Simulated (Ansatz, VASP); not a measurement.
**Two plane-wave programs on GaAs**

```
Ga As
1.0
     0.00000    2.80169    2.80169
     2.80169    0.00000    2.80169
     2.80169    2.80169    0.00000
Ga As
1 1
Direct
  0.00000 0.00000 0.00000
  0.75000 0.75000 0.75000
```

Alike in both runs: functional LDA; k mesh 12 × 12 × 12; occupations gaussian, width 0.02 eV; no spin polarisation.

Ansatz relaxed the structure, and its values are those at the end. VASP's run is a single point on that final structure, the one shown.

|  | VASP | Ansatz |
| --- | --- | --- |
| version | VASP 6.6.1 | Ansatz 0.2.0 |
| potentials or method | VASP PAW LDA potentials, release 64 (Ga_d, As), cutoff 520 eV | scalar-relativistic, plane waves, PAW |
| valence electrons in the cell | 18 | 28 |

|  | VASP | Ansatz | Ansatz less VASP |
| --- | --- | --- | --- |
| gap on the k mesh at the Fermi level (eV) | 0.54 | 0.49 | -0.049 |
| least direct gap on the mesh (eV) | 0.54 | 0.49 | -0.049 |
| pressure (GPa) | 0.3 | 0.0 | -0.32 |

LDA's correlation is that of Perdew and Zunger in VASP and of Perdew and Wang (1992) in Ansatz. VASP's potentials hold 18 valence electrons a cell and Ansatz's 28, so a difference there can come from the potentials and not from the codes.
